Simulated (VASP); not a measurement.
Write the native input for VASP 6.6.1 that does the following.

```yaml
Task: relaxation of cell and atoms
Functional: PBE
Potentials_or_basis: VASP PAW PBE potentials, release 64 (Pt, Cl)
Cutoff: 500 eV
k_mesh: 5 × 5 × 5
Occupations: gaussian, width 0.2144 eV
Spin: no spin polarisation
Dipole_correction: no
Further_INCAR_settings: ALGO = Normal; EDIFF = 1e-07; IBRION = 2; EDIFFG = -0.01; NSW = 60; ISIF = 3
```

The structure of PtCl lies in POSCAR:

```
PtCl
1.0
    0.0000000000      2.9942320000      2.9942320000
    2.9942320000      0.0000000000      2.9942320000
    2.9942320000      2.9942320000      0.0000000000
Pt Cl
1 1
Direct
    0.0000000000      0.0000000000      0.0000000000
    0.5000000000      0.5000000000      0.5000000000
```

One way to write it, as run:

INCAR

```
ALGO     = Normal         # electronic algorithm
EDIFF    = 1E-7           # SCF threshold, eV
EDIFFG   = -0.01          # ionic threshold
ENCUT    = 500            # plane-wave cutoff, eV
GGA      = PE             # functional
GGA_COMPAT= F            
IBRION   = 2              # ionic algorithm
ISIF     = 3              # what is computed and relaxed
ISMEAR   = 0              # smearing method
LASPH    = T              # aspherical terms in the spheres
LCHARG   = F              # write CHGCAR
LREAL    = F              # projectors in reciprocal space
LWAVE    = F              # write WAVECAR
NELM     = 120            # most SCF steps
NELMIN   = 4            
NSW      = 60             # ionic steps
PREC     = Accurate       # precision mode
SIGMA    = 0.2144         # smearing width, eV
```

KPOINTS

```
k-points
0
Gamma
  5 5 5
```

Potentials or basis: VASP PAW PBE potentials, release 64 (Pt, Cl).

Run with:

```sh
$ cat potpaw_PBE.64/Pt/POTCAR potpaw_PBE.64/Cl/POTCAR > POTCAR
$ mpirun -np 1 vasp_std > vasp.out
```

It gave:

```yaml
Relaxed_volume: 18.16 Å³/atom
Relaxed_cell: a = 3.717 Å, b = 3.717 Å, c = 3.717 Å, α = 60.00°, β = 60.00°, γ = 60.00°
Space_group_after_relaxing_to_0.05_Å: Fm-3m (No. 225)
Energy_gained_by_relaxing: 494.5 meV/atom
Ionic_steps: 6
Pressure_after_relaxing: 0.0 GPa
```

Caveat: the k points lie up to 0.41 Å⁻¹ apart in the final cell; the volume moved by over 15 % at a fixed basis, so the end points are rough; an odd number of electrons without spin polarisation forces a metal; a magnetic or distorted state may lie lower.

Run time: 49 s on 1 thread of Intel(R) Xeon(R) Platinum 8375C CPU @ 2.90GHz (Ice Lake), on a shared host, peak memory 0.18 GiB.
